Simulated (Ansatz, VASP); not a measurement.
# One calculation of Hf, two programs

The input INCAR:

```
  PREC = Accurate
  ENCUT = 520
  EDIFF = 1E-6
  ISMEAR = -1
  SIGMA = 0.1
  LREAL = False
  LASPH = True
  NELM = 100
  ALGO = Normal
  ISIF = 2
  LWAVE = False
  LCHARG = True
  GGA = B5
  ALDAX = 1.0
  AGGAX = 1.0
  AGGAC = 1.0
  ALDAC = 0.0
  LELF = True
  LVHAR = True
  NBANDS = 22
```

The input KPOINTS:

```
regular mesh
0
Gamma
  8 8 11
```

Contents of POSCAR:

```
Hf
1.0
    4.9002910726      0.0000000000      0.0000000000
   -2.4501455363      4.2437765548      0.0000000000
    0.0000000000      0.0000000000      3.0446779697
Hf
3
Direct
    1.0000000000      0.0000000000      0.0000000000
    0.3333333333      0.6666666667      0.5000000000
    0.6666666667      0.3333333333      0.5000000000
```

Input for Ansatz:

```yaml
crystal:
  lattice:
    - [4.9002910726, 0.0, 0.0]
    - [-2.4501455363, 4.2437765548, 0.0]
    - [0.0, 0.0, 3.0446779697]
  atoms:
    - { symbol: Hf, position: [1.0, 0.0, 0.0] }
    - { symbol: Hf, position: [0.3333333333, 0.6666666667, 0.5] }
    - { symbol: Hf, position: [0.6666666667, 0.3333333333, 0.5] }
hamiltonian:
  xc: blyp
  pseudopotentials:
    kind: paw
    azcp:
      Hf: "pseudopotentials/Hf.paw.azcp"
basis:
  ecutwfc: 420
  fft_grid_basis: typed
kpoints:
  mp_grid: { grid: [8, 8, 11], shift: [0, 0, 0] }
magnetization:
  spin_polarized: false
scf:
  occupations: { method: fermi_dirac, width: 0.1 }
  lower_state_search: "off"
output:
  stress: true
```

Alike in both runs: task single point; functional BLYP; k mesh 8 × 8 × 11; occupations fermi-dirac, width 0.1 eV; no spin polarisation.

```csv
,VASP,Ansatz
version,VASP 6.6.1,Ansatz 0.2.0
potentials or method,"VASP PAW PBE potentials, release 64 (Hf_pv), cutoff 520 eV","plane waves (420 eV) with PAW, scalar-relativistic"
valence electrons in the cell,30,78
```

Ansatz gave:

* pressure (GPa): 9.9
* traceless stress, the component that is largest in VASP (GPa): 0.06

Q: Estimate VASP's values.

A: Pressure (GPa): 9.9; traceless stress, the component that is largest in VASP (GPa): 0.18.

VASP's potentials were made for PBE, not for BLYP. VASP's potentials hold 30 valence electrons a cell and Ansatz's 78, so a difference there can come from the potentials and not from the codes.

Spin-orbit coupling is off throughout.
